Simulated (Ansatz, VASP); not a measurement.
## One calculation of SnSe, two programs

```
Sn Se
1.0
     0.00000    3.01000    3.01000
     3.01000    0.00000    3.01000
     3.01000    3.01000    0.00000
Sn Se
1 1
Direct
  0.00000 0.00000 0.00000
  0.50000 0.50000 0.50000
```

Alike in both runs: task relaxation of cell and atoms; functional r2SCAN; dispersion D3(BJ); k mesh 8 × 8 × 8; occupations fermi-dirac, width 0.05 eV; no spin polarisation.

```csv
,VASP,Ansatz
version,VASP 6.6.1,Ansatz 0.2.0
potentials or method,"VASP PAW PBE potentials, release 64 (Sn_d, Se)",Ansatz PAW
plane-wave cutoff (eV),600,500
valence electrons in the cell,20,30
```

VASP gave:

- relaxed volume (Å³/atom): 26.71
- relaxed length of the cell vector where the two differ most in proportion (Å): 4.228

**Question.** Estimate Ansatz's values.

**Answer.** Relaxed volume (Å³/atom): 26.71; relaxed length of the cell vector where the two differ most in proportion (Å): 4.227.

VASP's potentials were made for PBE, not for r2SCAN. VASP's potentials hold 20 valence electrons a cell and Ansatz's 30, so a difference there can come from the potentials and not from the codes.

Noted on Ansatz's run: the plane-wave basis is chosen anew once the cell has moved, so the energies of steps on either side of that aren't comparable.
